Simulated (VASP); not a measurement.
# GaSe4 (P-3m1) in VASP: a series of runs

Runs on GaSe4. Level: PBE. Tasks: single point, relaxation of cell and atoms.

Everything below comes from runs of VASP 6.6.1. Logs are shortened: lines on timing, memory, paths and dates and some standing lists are left out, and cuts for length are marked.

## Step 1: The cell of the first run

Symmetry: P-3m1, No. 164, trigonal system. The conventional cell has a = 3.786 Å, b = 3.786 Å, c = 8.857 Å, α = 90.00°, β = 90.00°, γ = 120.00°. Within 3.5 Å of Ga (site symmetry -3m) lie 6 Se at 2.64 Å. Se (site symmetry 3m) has 3 Ga at 2.64 Å and 3 Se at 3.06 Å within 3.5 Å. Se (site symmetry 3m) has 6 Se at 2.73 to 3.06 Å within 3.6 Å.

## Step 2: Single point, PBE

Contents of INCAR:

```
PREC     = Accurate       # precision mode
ENCUT    = 520            # plane-wave cutoff, eV
EDIFF    = 1E-6           # SCF threshold, eV
ISMEAR   = 0              # smearing method
SIGMA    = 0.2            # smearing width, eV
LREAL    = False          # projectors in reciprocal space
LASPH    = True           # aspherical terms in the spheres
NELM     = 60             # most SCF steps
ALGO     = Normal         # electronic algorithm
ISIF     = 2              # what is computed and relaxed
LWAVE    = False          # write WAVECAR
LCHARG   = True           # write CHGCAR
GGA      = PE             # functional
LELF     = True           # ELF
LVHAR    = True         
NBANDS   = 26             # bands
```

Contents of KPOINTS:

```
Automatic mesh
0
Gamma
  5 5 2
```

Contents of POSCAR:

```
GaSe4
1.0
    3.7860845744      0.0000000000      0.0000000000
   -1.8930422872      3.2788454223      0.0000000000
    0.0000000000      0.0000000000      8.8565530007
Ga Se
1 4
Direct
    0.0000000000      0.0000000000      0.0000000000
    0.3333333333      0.6666666667      0.8332018204
    0.3333333333      0.6666666667      0.4078761434
    0.6666666667      0.3333333333      0.1667981796
    0.6666666667      0.3333333333      0.5921238566
```

Potentials or basis: VASP PAW PBE potentials, release 64 (Ga_d, Se).

Started as:

```sh
> cat potpaw_PBE.64/Ga_d/POTCAR potpaw_PBE.64/Se/POTCAR > POTCAR
> mpirun -np 1 vasp_std > vasp.out
```

OUTCAR:

```text
PREC = Accurate
   ENCUT = 520
   EDIFF = 1E-6
   ISMEAR = 0
   LREAL = False
   LASPH = True
   NELM = 60
   ISIF = 2
   GGA = PE

 ion  position               nearest neighbor table
   1  0.000  0.000  0.000-   2 2.64   4 2.64   2 2.64   4 2.64   4 2.64   2 2.64
   2  0.333  0.667  0.833-   1 2.64   1 2.64   1 2.64
   3  0.333  0.667  0.408-   5 2.73   5 2.73   5 2.73
   4  0.667  0.333  0.167-   1 2.64   1 2.64   1 2.64
   5  0.667  0.333  0.592-   3 2.73   3 2.73   3 2.73

  LATTYP: Found a hexagonal cell.
 ALAT       =     3.7860845744
 C/A-ratio  =     2.3392380246

  Lattice vectors:

 A1 = (   3.7860845744,   0.0000000000,   0.0000000000)
 A2 = (  -1.8930422872,   3.2788454223,   0.0000000000)
 A3 = (   0.0000000000,   0.0000000000,   8.8565530007)

Analysis of symmetry for initial positions (statically):
=====================================================================
 Subroutine PRICEL returns:
 Original cell was already a primitive cell.

 Routine SETGRP: Setting up the symmetry group for a
 hexagonal supercell.

 Subroutine GETGRP returns: Found 12 space group operations
 (whereof 12 operations were pure point group operations)
 out of a pool of 24 trial point group operations.

The static configuration has the point symmetry D_3d.

Analysis of symmetry for dynamics (positions and initial velocities):
=====================================================================
 Subroutine PRICEL returns:
 Original cell was already a primitive cell.

 Routine SETGRP: Setting up the symmetry group for a
 hexagonal supercell.

 Subroutine GETGRP returns: Found 12 space group operations
 (whereof 12 operations were pure point group operations)
 out of a pool of 24 trial point group operations.

The dynamic configuration has the point symmetry D_3d.

 Subroutine INISYM returns: Found 12 space group operations
 (whereof 12 operations are pure point group operations),
 and found     1 'primitive' translations

----------------------------------------------------------------------------------------

                                     Primitive cell

  volume of cell :     109.9451

  direct lattice vectors                    reciprocal lattice vectors
     3.786084574  0.000000000  0.000000000     0.264125109  0.152492703  0.000000000
    -1.893042287  3.278845422  0.000000000     0.000000000  0.304985405  0.000000000
     0.000000000  0.000000000  8.856553001     0.000000000  0.000000000  0.112910745

  length of vectors
     3.786084574  3.786084574  8.856553001     0.304985405  0.304985405  0.112910745

  position of ions in fractional coordinates (direct lattice)
     0.000000000  0.000000000  0.000000000
     0.333333333  0.666666667  0.833201820
     0.333333333  0.666666667  0.407876143
     0.666666667  0.333333333  0.166798180
     0.666666667  0.333333333  0.592123857

  ion indices of the primitive-cell ions
   primitive index   ion index
                 1           1
                 2           2
                 3           3
                 4           4
                 5           5

----------------------------------------------------------------------------------------

 KPOINTS: Automatic mesh

Automatic generation of k-mesh.
 Grid dimensions read from file:
 generate k-points for:    5    5    2

 Generating k-lattice:

  Cartesian coordinates                     Fractional coordinates (reciprocal lattice)
     0.052825022  0.030498541  0.000000000     0.200000000  0.000000000  0.000000000
     0.000000000  0.060997081  0.000000000     0.000000000  0.200000000  0.000000000
     0.000000000  0.000000000  0.056455373     0.000000000  0.000000000  0.500000000

  Length of vectors
     0.060997081  0.060997081  0.056455373

  Shift w.r.t. Gamma in fractional coordinates (k-lattice)
     0.000000000  0.000000000  0.000000000

 Subroutine IBZKPT returns following result:
 ===========================================

 Found     10 irreducible k-points:

 Following reciprocal coordinates:
            Coordinates               Weight
  0.000000  0.000000  0.000000      1.000000
  0.200000  0.000000  0.000000      6.000000
  0.400000  0.000000  0.000000      6.000000
  0.200000  0.200000  0.000000      6.000000
  0.400000  0.200000  0.000000      6.000000
  0.000000  0.000000  0.500000      1.000000
  0.200000  0.000000  0.500000      6.000000
  0.400000  0.000000  0.500000      6.000000
  0.200000  0.200000  0.500000      6.000000
  0.400000  0.200000  0.500000      6.000000
   k-points           NKPTS =     10   k-points in BZ     NKDIM =     10   number of bands    NBANDS=     26
   number of dos      NEDOS =    301   number of ions     NIONS =      5
   total plane-waves  NPLWV =  54880
   dimension x,y,z NGX =    28 NGY =   28 NGZ =   70
   dimension x,y,z NGXF=    56 NGYF=   56 NGZF=  140
   ions per type =               1   4
   NGX,Y,Z   is equivalent  to a cutoff of  12.29, 12.29, 13.14 a.u.
   NGXF,Y,Z  is equivalent  to a cutoff of  24.59, 24.59, 26.28 a.u.
 SYSTEM =  unknown system
   PREC   = accura    normal or accurate (medium, high low for compatibility)
   ISTART =      0    job   : 0-new  1-cont  2-samecut
   ICHARG =      2    charge: 1-file 2-atom 10-const
   ISPIN  =      1    spin polarized calculation?
   LNONCOLLINEAR =      F non collinear calculations
   LSORBIT =      F    spin-orbit coupling
   LASPH  =      T    aspherical Exc in radial PAW
   ENCUT  =  520.0 eV  38.22 Ry    6.18 a.u.   7.04  7.04 16.47*2*pi/ulx,y,z
   NELM   =     60;   NELMIN=  2; NELMDL= -5     # of ELM steps
   EDIFF  = 0.1E-05   stopping-criterion for ELM
   LREAL  =      F    real-space projection
   EDIFFG = 0.1E-04   stopping-criterion for IOM
   NSW    =      0    number of steps for IOM
   IBRION =     -1    ionic relax: 0-MD 1-quasi-New 2-CG
   NFREE  =      0    steps in history (QN), initial steepest desc. (CG)
   ISIF   =      2    stress and relaxation
   ISYM   =      2    0-nonsym 1-usesym 2-fastsym
   POTIM  = 0.5000    time-step for ionic-motion
   TEBEG  =    0.0;   TEEND  =   0.0 temperature during run
   PSTRESS=    0.0 pullay stress
   NELECT =      37.0000    total number of electrons
   NUPDOWN=      -1.0000    fix difference up-down
   EMIN   =  10.00;   EMAX   =-10.00  energy-range for DOS
   EFERMI =   0.00;   METHOD = LEGACY
   ISMEAR =     0;   SIGMA  =   0.20  broadening in eV -4-tet -1-fermi 0-gaus
   EFERMI_NEDOS =   21; number of points for ismear=-14 and -15
   IALGO  =     38    algorithm
   IMIX   =      4    mixing-type and parameters
     AMIX     =   0.40;   BMIX     =  1.00
     AMIX_MAG =   1.60;   BMIX_MAG =  1.00
  volume/ion in A,a.u.               =      21.99       148.39
  Fermi-wavevector in a.u.,A,eV,Ry     =   1.138719  2.151868 17.642430  1.296682
  Thomas-Fermi vector in A             =   2.275424
   LORBIT       =      0    0 simple, 1 ext, 2 COOP (PROOUT), +10 PAW based schemes
   GGA     = PE    functional components
   LHFCALC =     F    Hartree Fock is set to
   AEXX    =    0.0000 exact exchange contribution
   IVDW    =     0    specifies the selected vdW correction
   LEPSILON=     F    determine dielectric tensor
   LRPA    =     F    only Hartree local field effects (RPA)
 non-spin polarized calculation
 Gauss-broadening in eV      SIGMA  =   0.20
  energy-cutoff  :      520.00
  volume of cell :      109.95
 maximum number of plane-waves:      2977
   NGX = 15   NGY = 15   NGZ = 33

 number of electron      36.9999998 magnetization

 Free energy of the ion-electron system (eV)
  ---------------------------------------------------
  ext. energy  EPLUGINS =         0.00000000
  ---------------------------------------------------
  free energy    TOTEN  =       -16.96711993 eV

  energy without entropy =      -16.92425480  energy(sigma->0) =      -16.94568736

 E-fermi :   4.6082     XC(G=0): -10.0379

 val. band max:        4.5907946067   @ k =   0.0000   0.0000   0.0000
 cond. band min:       4.6743960023   @ k =   0.2000   0.0000   0.0000
 fundamental gap:      0.0836013956
 Fermi energy:         4.6081763414

 k-point     1 :       0.0000    0.0000    0.0000
  band No.  band energies     occupation
      1     -11.1615      2.00000
      2     -10.2860      2.00000
      3     -10.2860      2.00000
      4     -10.2582      2.00000
      5     -10.2279      2.00000
      6     -10.2279      2.00000
[... 18 lines left out ...]
     25       9.2536      0.00000
     26      11.2118      0.00000

 k-point     2 :       0.2000    0.0000    0.0000
  band No.  band energies     occupation
      1     -10.7824      2.00000
      2     -10.3625      2.00000
      3     -10.2792      2.00000
      4     -10.2458      2.00000
      5     -10.2332      2.00000
      6     -10.2228      2.00000
[... 18 lines left out ...]
     25      10.2164      0.00000
     26      10.3987      0.00000

 k-point     3 :       0.4000    0.0000    0.0000
  band No.  band energies     occupation
      1     -10.4642      2.00000
      2     -10.2747      2.00000
      3     -10.2489      2.00000
      4     -10.2208      2.00000
      5     -10.2077      2.00000
      6      -9.8240      2.00000
[... 18 lines left out ...]
     25      10.4459      0.00000
     26      10.9983      0.00000

 k-point     4 :       0.2000    0.2000    0.0000
  band No.  band energies     occupation
      1     -10.4188      2.00000
      2     -10.3155      2.00000
      3     -10.2373      2.00000
      4     -10.2329      2.00000
      5     -10.2154      2.00000
      6     -10.0724      2.00000
[... 18 lines left out ...]
     25      10.6385      0.00000
     26      11.2565      0.00000
[... 90 lines left out ...]
      1     -10.4735      2.00000
      2     -10.2747      2.00000
      3     -10.2497      2.00000
      4     -10.2205      2.00000
      5     -10.2077      2.00000
      6      -9.7682      2.00000
[... 18 lines left out ...]
     25       9.9691      0.00000
     26      10.8063      0.00000

 k-point     9 :       0.2000    0.2000    0.5000
  band No.  band energies     occupation
      1     -10.4396      2.00000
      2     -10.3083      2.00000
      3     -10.2388      2.00000
      4     -10.2326      2.00000
      5     -10.2132      2.00000
      6     -10.0107      2.00000
[... 18 lines left out ...]
     25      10.8771      0.00000
     26      11.0295      0.00000

 k-point    10 :       0.4000    0.2000    0.5000
  band No.  band energies     occupation
      1     -10.4429      2.00000
      2     -10.3305      2.00000
      3     -10.2395      2.00000
      4     -10.2190      2.00000
      5     -10.2152      2.00000
      6      -9.2158      2.00000
[... 18 lines left out ...]
     25      10.7600      0.00000
     26      11.1948      0.00000

------------------------ aborting loop because EDIFF is reached ----------------------------------------

  FORCE on cell =-STRESS in cart. coord.  units (eV):
  Direction    XX          YY          ZZ          XY          YZ          ZX
  --------------------------------------------------------------------------------------
  -------------------------------------------------------------------------------------
  Total        0.1497179      0.1497179      0.2299289      0.0000000      0.0000000      0.0000000
  in kB        2.1817670      2.1817670      3.3506432      0.0000000      0.0000000      0.0000000
  external PRESSURE =       2.5713924 kB  Pullay stress =       0.0000000 kB

 VOLUME and BASIS-vectors are now :
 -----------------------------------------------------------------------------
  energy-cutoff  :      520.00
  volume of cell :      109.95
      direct lattice vectors                 reciprocal lattice vectors
     3.786084574  0.000000000  0.000000000     0.264125109  0.152492703  0.000000000
    -1.893042287  3.278845422  0.000000000     0.000000000  0.304985405  0.000000000
     0.000000000  0.000000000  8.856553001     0.000000000  0.000000000  0.112910745

 POSITION                                       TOTAL-FORCE (eV/Angst)
 -----------------------------------------------------------------------------------
      0.00000      0.00000      0.00000        -0.000000      0.000000     -0.000000
     -0.00000      2.18590      7.37930        -0.000000      0.000000     -0.039229
     -0.00000      2.18590      3.61238         0.000000      0.000000     -0.009866
      1.89304      1.09295      1.47726         0.000000      0.000000      0.039229
      1.89304      1.09295      5.24418        -0.000000     -0.000000      0.009866
 -----------------------------------------------------------------------------------
    total drift:                                0.000000      0.000000      0.000000

  FREE ENERGIE OF THE ION-ELECTRON SYSTEM (eV)
  ---------------------------------------------------
  free  energy   TOTEN  =       -16.9671199320 eV

  energy  without entropy=      -16.9242547961  energy(sigma->0) =      -16.94568736
```

Run time: 18 s. Hardware: 1 thread of AMD EPYC 9R45 (Zen 5), shared host; peak memory 0.19 GiB.

What came out:

| Property | Result |
| --- | --- |
| Free energy | -16.9671 eV |
| Pressure | 0.3 GPa |
| Largest force | 0.039 eV/Å |

Forces on the atoms (eV/Å):
```
Ga   0.000  0.000  0.000
Se   0.000  0.000 -0.039
Se   0.000  0.000 -0.010
Se   0.000  0.000  0.039
Se   0.000  0.000  0.010
```

Caveat: the k points lie up to 0.38 Å⁻¹ apart.

(Part 1 of 2 ends here.)
